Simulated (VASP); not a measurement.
A run of VASP 6.6.1:

Contents of INCAR:

```
PREC = Accurate ; ENCUT = 600
EDIFF = 1E-6 ; ISMEAR = 0
SIGMA = 0.01 ; LREAL = False
LASPH = True ; NELM = 120
ALGO = Normal ; ISIF = 2
LWAVE = False ; LCHARG = False
GGA = PE ; NBANDS = 11
GGA_COMPAT = False
```

The input KPOINTS:

```
Automatic mesh
0
Gamma
  12 12 12
```

File POSCAR:

```
BN
1.0
    0.0000000000      1.8059749950      1.8059749950
    1.8059749950      0.0000000000      1.8059749950
    1.8059749950      1.8059749950      0.0000000000
B N
1 1
Direct
    0.0000000000      0.0000000000      0.0000000000
    0.7500000000      0.7500000000      0.7500000000
```

Potentials or basis: VASP PAW PBE potentials, release 64 (B, N).

Run with:

```sh
$ cat potpaw_PBE.64/B/POTCAR potpaw_PBE.64/N/POTCAR > POTCAR
$ mpirun -np 1 vasp_std > vasp.out
```

Hardware: 1 thread of Intel Xeon 6975P-C, with other jobs on the host.

Task: Estimate the wall time of this run.

Result: It took 7.6 s on 1 thread of Intel Xeon 6975P-C, with other jobs on the host, peak memory 0.13 GiB. Counts: scf iterations 12, k points 72.
